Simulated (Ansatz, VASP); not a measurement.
Two plane-wave programs on HfO2

```
Hf O
1.0
     3.60443    0.00000    0.00000
     0.00000    3.60443    0.00000
     0.00000    0.00000    5.26486
Hf O
2 4
Direct
  0.00000 0.00000 0.00000
  0.50000 0.50000 0.50000
  0.00000 0.50000 0.30686
  0.00000 0.50000 0.80686
  0.50000 0.00000 0.69314
  0.50000 0.00000 0.19314
```

Alike in both runs: functional PBE; k mesh 6 × 6 × 4; occupations gaussian, width 0.02 eV; no spin polarisation.

Ansatz relaxed the structure, and its values are those at the end. VASP's run is a single point on that final structure, the one shown.

|  | VASP | Ansatz |
| --- | --- | --- |
| version | VASP 6.6.1 | Ansatz 0.2.0 |
| potentials or method | VASP PAW PBE potentials, release 64 (Hf_pv, O), cutoff 520 eV | scalar-relativistic, plane waves, PAW |
| valence electrons in the cell | 44 | 76 |

VASP gave:

- gap on the k mesh at the Fermi level (eV): 4.65
- least direct gap on the mesh (eV): 4.72
- pressure (GPa): -3.1
- rms of the force components (eV/Å): 0.023

Question: What did Ansatz give for the same quantities?

Answer: gap on the k mesh at the Fermi level (eV): 4.67; least direct gap on the mesh (eV): 4.74; pressure (GPa): 0.0; rms of the force components (eV/Å): 0.001.

VASP's potentials hold 44 valence electrons a cell and Ansatz's 76, so a difference there can come from the potentials and not from the codes.

Spin-orbit coupling is off throughout.
